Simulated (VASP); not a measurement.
# Ga2O3 (P1) in VASP: single point with PBE

Aim: the single point of Ga2O3 with PBE.

All numbers are computed with VASP 6.6.1; they aren't measurements. Logs are shortened: lines on timing, memory, paths and dates and some standing lists are left out, and cuts for length are marked.

## (1) The cell of the first run

The typed cell holds 5 atoms: a = 3.099 Å, b = 3.099 Å, c = 7.688 Å, α = 90.14°, β = 90.14°, γ = 60.03°.

## (2) Single point, PBE (atoms moved at random)

Contents of INCAR:

```
SYSTEM = Ga2O3
PREC = Accurate
ENCUT = 520
EDIFF = 1E-6
ISMEAR = -1
SIGMA = 0.05
LREAL = .False.
LASPH = .True.
NELM = 60
ALGO = Normal
ISIF = 2
LWAVE = .False.
LCHARG = .False.
GGA = PE
NBANDS = 30
```

Contents of KPOINTS:

```
Automatic mesh
0
Gamma
  10 10 4
  0 0 0
```

Contents of POSCAR:

```
Ga2O3
1.0
    2.6830187700     -1.5499431900      0.0000000000
    2.6830187700      1.5499431900      0.0000000000
   -0.0221418100      0.0000000000      7.6880715900
Ga O
2 3
Direct
    0.6708290000      0.6722190000      0.3109570000
    0.3281720000      0.3411690000      0.6849390000
    0.0115320000     -0.0079840000      0.4975210000
    0.6850160000      0.6573880000      0.8157170000
    0.3508210000      0.3206770000      0.1790790000
```

Potentials or basis: VASP PAW PBE potentials, release 64 (Ga_d, O).

On the command line:

```console
> cat potpaw_PBE.64/Ga_d/POTCAR potpaw_PBE.64/O/POTCAR > POTCAR
> mpirun -np 1 vasp_std > vasp.out
```

OUTCAR:

```text
SYSTEM = Ga2O3
   PREC = Accurate
   ENCUT = 520
   EDIFF = 1E-6
   ISMEAR = -1
   LREAL = .False.
   LASPH = .True.
   NELM = 60
   ISIF = 2
   GGA = PE

 ion  position               nearest neighbor table
   1  0.671  0.672  0.311-   5 2.02   5 2.07   5 2.09   3 2.28   3 2.28   3 2.32
   2  0.328  0.341  0.685-   4 2.00   4 2.07   4 2.09   3 2.27   3 2.29   3 2.33
   3  0.012  0.992  0.498-   2 2.27   1 2.28   1 2.28   2 2.29   1 2.32   2 2.33
   4  0.685  0.657  0.816-   2 2.00   2 2.07   2 2.09
   5  0.351  0.321  0.179-   1 2.02   1 2.07   1 2.09

  LATTYP: Found a base centered monoclinic cell.
 ALAT       =     5.3660375400
 B/A-ratio  =     0.5776863015
 C/A-ratio  =     1.4327338221
 COS(beta)  =    -0.0028800094

  Lattice vectors:

 A1 = (   2.6830187700,  -1.5499431900,   0.0000000000)
 A2 = (   2.6830187700,   1.5499431900,   0.0000000000)
 A3 = (  -0.0221418100,   0.0000000000,   7.6880715900)

Analysis of symmetry for initial positions (statically):
=====================================================================
 Subroutine PRICEL returns:
 Original cell was already a primitive cell.

 Routine SETGRP: Setting up the symmetry group for a
 base centered monoclinic supercell.

 Subroutine GETGRP returns: Found  1 space group operations
 (whereof  1 operations were pure point group operations)
 out of a pool of  4 trial point group operations.

The static configuration has the point symmetry C_1 .

Analysis of symmetry for dynamics (positions and initial velocities):
=====================================================================
 Subroutine PRICEL returns:
 Original cell was already a primitive cell.

 Routine SETGRP: Setting up the symmetry group for a
 base centered monoclinic supercell.

 Subroutine GETGRP returns: Found  1 space group operations
 (whereof  1 operations were pure point group operations)
 out of a pool of  4 trial point group operations.

The dynamic configuration has the point symmetry C_1 .

 Subroutine INISYM returns: Found  1 space group operations
 (whereof  1 operations are pure point group operations),
 and found     1 'primitive' translations

----------------------------------------------------------------------------------------

                                     Primitive cell

  volume of cell :      63.9421

  direct lattice vectors                    reciprocal lattice vectors
     2.683018770 -1.549943190  0.000000000     0.186357250 -0.322592469  0.000536713
     2.683018770  1.549943190  0.000000000     0.186357250  0.322592469  0.000536713
    -0.022141810  0.000000000  7.688071590     0.000000000  0.000000000  0.130071630

  length of vectors
     3.098534107  3.098534107  7.688103474     0.372552296  0.372552296  0.130071630

  position of ions in fractional coordinates (direct lattice)
     0.670829000  0.672219000  0.310957000
     0.328172000  0.341169000  0.684939000
     0.011532000  0.992016000  0.497521000
     0.685016000  0.657388000  0.815717000
     0.350821000  0.320677000  0.179079000

  ion indices of the primitive-cell ions
   primitive index   ion index
                 1           1
                 2           2
                 3           3
                 4           4
                 5           5

----------------------------------------------------------------------------------------

 KPOINTS: Automatic mesh

Automatic generation of k-mesh.
 Grid dimensions read from file:
 generate k-points for:   10   10    4

 Generating k-lattice:

  Cartesian coordinates                     Fractional coordinates (reciprocal lattice)
     0.018635725 -0.032259247  0.000053671     0.100000000  0.000000000  0.000000000
     0.018635725  0.032259247  0.000053671     0.000000000  0.100000000  0.000000000
     0.000000000  0.000000000  0.032517907     0.000000000  0.000000000  0.250000000

  Length of vectors
     0.037255230  0.037255230  0.032517907

  Shift w.r.t. Gamma in fractional coordinates (k-lattice)
     0.000000000  0.000000000  0.000000000

 Subroutine IBZKPT returns following result:
 ===========================================

 Found    204 irreducible k-points:

 Following reciprocal coordinates:
            Coordinates               Weight
  0.000000  0.000000  0.000000      1.000000
  0.100000  0.000000  0.000000      2.000000
 -0.000000 -0.100000  0.000000      2.000000
  0.200000  0.000000  0.000000      2.000000
 -0.000000 -0.200000  0.000000      2.000000
  0.300000  0.000000  0.000000      2.000000
[... 16 lines left out ...]
 -0.300000  0.100000 -0.000000      2.000000
 -0.100000  0.300000  0.000000      2.000000
 [... further k-points ...]
   k-points           NKPTS =    204   k-points in BZ     NKDIM =    204   number of bands    NBANDS=     30
   number of dos      NEDOS =    301   number of ions     NIONS =      5
   total plane-waves  NPLWV =  34560
   dimension x,y,z NGX =    24 NGY =   24 NGZ =   60
   dimension x,y,z NGXF=    48 NGYF=   48 NGZF=  120
   ions per type =               2   3
   NGX,Y,Z   is equivalent  to a cutoff of  12.88, 12.88, 12.97 a.u.
   NGXF,Y,Z  is equivalent  to a cutoff of  25.75, 25.75, 25.95 a.u.
 SYSTEM =  Ga2O3
   PREC   = accura    normal or accurate (medium, high low for compatibility)
   ISTART =      0    job   : 0-new  1-cont  2-samecut
   ICHARG =      2    charge: 1-file 2-atom 10-const
   ISPIN  =      1    spin polarized calculation?
   LNONCOLLINEAR =      F non collinear calculations
   LSORBIT =      F    spin-orbit coupling
   LASPH  =      T    aspherical Exc in radial PAW
   ENCUT  =  520.0 eV  38.22 Ry    6.18 a.u.   5.76  5.76 14.29*2*pi/ulx,y,z
   NELM   =     60;   NELMIN=  2; NELMDL= -5     # of ELM steps
   EDIFF  = 0.1E-05   stopping-criterion for ELM
   LREAL  =      F    real-space projection
   EDIFFG = 0.1E-04   stopping-criterion for IOM
   NSW    =      0    number of steps for IOM
   IBRION =     -1    ionic relax: 0-MD 1-quasi-New 2-CG
   NFREE  =      0    steps in history (QN), initial steepest desc. (CG)
   ISIF   =      2    stress and relaxation
   ISYM   =      2    0-nonsym 1-usesym 2-fastsym
   POTIM  = 0.5000    time-step for ionic-motion
   TEBEG  =    0.0;   TEEND  =   0.0 temperature during run
   PSTRESS=    0.0 pullay stress
   NELECT =      44.0000    total number of electrons
   NUPDOWN=      -1.0000    fix difference up-down
   EMIN   =  10.00;   EMAX   =-10.00  energy-range for DOS
   EFERMI =   0.00;   METHOD = LEGACY
   ISMEAR =    -1;   SIGMA  =   0.05  broadening in eV -4-tet -1-fermi 0-gaus
   EFERMI_NEDOS =   21; number of points for ismear=-14 and -15
   IALGO  =     38    algorithm
   IMIX   =      4    mixing-type and parameters
     AMIX     =   0.40;   BMIX     =  1.00
     AMIX_MAG =   1.60;   BMIX_MAG =  1.00
  volume/ion in A,a.u.               =      12.79        86.30
  Fermi-wavevector in a.u.,A,eV,Ry     =   1.445318  2.731255 28.421812  2.088944
  Thomas-Fermi vector in A             =   2.563513
   LORBIT       =      0    0 simple, 1 ext, 2 COOP (PROOUT), +10 PAW based schemes
   GGA     = PE    functional components
   LHFCALC =     F    Hartree Fock is set to
   AEXX    =    0.0000 exact exchange contribution
   IVDW    =     0    specifies the selected vdW correction
   LEPSILON=     F    determine dielectric tensor
   LRPA    =     F    only Hartree local field effects (RPA)
 non-spin polarized calculation
  energy-cutoff  :      520.00
  volume of cell :       63.94
 maximum number of plane-waves:      1740
   NGX = 11   NGY = 11   NGZ = 29

 number of electron      44.0000001 magnetization

 Free energy of the ion-electron system (eV)
  ---------------------------------------------------
  ext. energy  EPLUGINS =         0.00000000
  ---------------------------------------------------
  free energy    TOTEN  =       -27.95574617 eV

  energy without entropy =      -27.95574616  energy(sigma->0) =      -27.95574617

 E-fermi :   2.4790     XC(G=0): -10.5210

 val. band max:        1.6591216656   @ k =   0.0000   0.0000   0.0000
 cond. band min:       3.1592285409   @ k =   0.0000   0.0000   0.0000
 fundamental gap:      1.5001068754
 Fermi energy:         2.4790301333

 k-point     1 :       0.0000    0.0000    0.0000
  band No.  band energies     occupation
      1     -16.3775      2.00000
      2     -14.9042      2.00000
      3     -14.6564      2.00000
      4     -11.4619      2.00000
      5     -11.4533      2.00000
      6     -11.4196      2.00000
[... 22 lines left out ...]
     29      14.0206      0.00000
     30      14.8654      0.00000

 k-point     2 :       0.1000    0.0000    0.0000
  band No.  band energies     occupation
      1     -16.2969      2.00000
      2     -14.8584      2.00000
      3     -14.6499      2.00000
      4     -11.4556      2.00000
      5     -11.4383      2.00000
      6     -11.4200      2.00000
[... 22 lines left out ...]
     29      13.7127      0.00000
     30      14.0834      0.00000

 k-point     3 :      -0.0000   -0.1000    0.0000
  band No.  band energies     occupation
      1     -16.2969      2.00000
      2     -14.8581      2.00000
      3     -14.6500      2.00000
      4     -11.4482      2.00000
      5     -11.4429      2.00000
      6     -11.4266      2.00000
[... 22 lines left out ...]
     29      13.7028      0.00000
     30      14.0734      0.00000

 k-point     4 :       0.2000    0.0000    0.0000
  band No.  band energies     occupation
      1     -16.0795      2.00000
      2     -14.7446      2.00000
      3     -14.6240      2.00000
      4     -11.4429      2.00000
      5     -11.4072      2.00000
      6     -11.4027      2.00000
[... 616 lines left out ...]
     29      12.6900      0.00000
     30      12.9783      0.00000

 k-point    23 :      -0.3000    0.1000   -0.0000
  band No.  band energies     occupation
      1     -15.6489      2.00000
      2     -14.5771      2.00000
      3     -14.4990      2.00000
      4     -11.4353      2.00000
      5     -11.3926      2.00000
      6     -11.3827      2.00000
[... 22 lines left out ...]
     29      12.6915      0.00000
     30      12.8706      0.00000

 k-point    24 :      -0.1000    0.3000    0.0000
  band No.  band energies     occupation
      1     -15.6486      2.00000
      2     -14.5742      2.00000
      3     -14.5015      2.00000
      4     -11.4313      2.00000
      5     -11.3976      2.00000
      6     -11.3847      2.00000
[... 22 lines left out ...]
     29      12.7077      0.00000
     30      12.8637      0.00000

 [... further k-points ...]
[... 5 lines left out ...]
  --------------------------------------------------------------------------------------
  -------------------------------------------------------------------------------------
  Total       -6.3416275     -6.1584696     -7.7344103     -0.0580962      0.0673933     -0.1537618
  in kB     -158.9001857   -154.3108552   -193.7987112     -1.4556985      1.6886529     -3.8527615
  external PRESSURE =    -169.0032507 kB  Pullay stress =       0.0000000 kB

 VOLUME and BASIS-vectors are now :
 -----------------------------------------------------------------------------
  energy-cutoff  :      520.00
  volume of cell :       63.94
      direct lattice vectors                 reciprocal lattice vectors
     2.683018770 -1.549943190  0.000000000     0.186357250 -0.322592469  0.000536713
     2.683018770  1.549943190  0.000000000     0.186357250  0.322592469  0.000536713
    -0.022141810  0.000000000  7.688071590     0.000000000  0.000000000  0.130071630

 POSITION                                       TOTAL-FORCE (eV/Angst)
 -----------------------------------------------------------------------------------
      3.59654      0.00215      2.39066        -0.046527     -0.147484     -2.769849
      1.78069      0.02014      5.26586         0.095621     -0.217083      2.682549
      2.68152      1.51969      3.82498        -0.010387     -0.120672      0.016405
      3.58363     -0.04282      6.27129        -0.093634      0.276479     -3.193547
      1.79768     -0.04672      1.37677         0.054927      0.208760      3.264441
 -----------------------------------------------------------------------------------
    total drift:                               -0.000172     -0.000233     -0.000299

  FREE ENERGIE OF THE ION-ELECTRON SYSTEM (eV)
  ---------------------------------------------------
  free  energy   TOTEN  =       -27.9557461724 eV

  energy  without entropy=      -27.9557461618  energy(sigma->0) =      -27.95574617
```

It used 880 s of CPU time on 1 thread of AMD EPYC 7R13 Processor (Zen 3) (shared host).

Results:

- Free energy: -27.9557 eV
- Pressure: -16.9 GPa
- Largest force: 3.272 eV/Å
- Band gap on the k mesh: 1.50 eV, direct

Forces on the atoms (eV/Å):
```
Ga  -0.047 -0.147 -2.770
Ga   0.096 -0.217  2.683
O   -0.010 -0.121  0.016
O   -0.094  0.276 -3.194
O    0.055  0.209  3.264
```

Stress tensor (GPa, compression positive):
```
-15.89  -0.15  -0.39
 -0.15 -15.43   0.17
 -0.39   0.17 -19.38
```

Caveat: the cell differs from its parent crystal (atoms moved at random); forces of over 1 eV/Å act on the atoms, so gaps and moduli don't describe the material at rest.
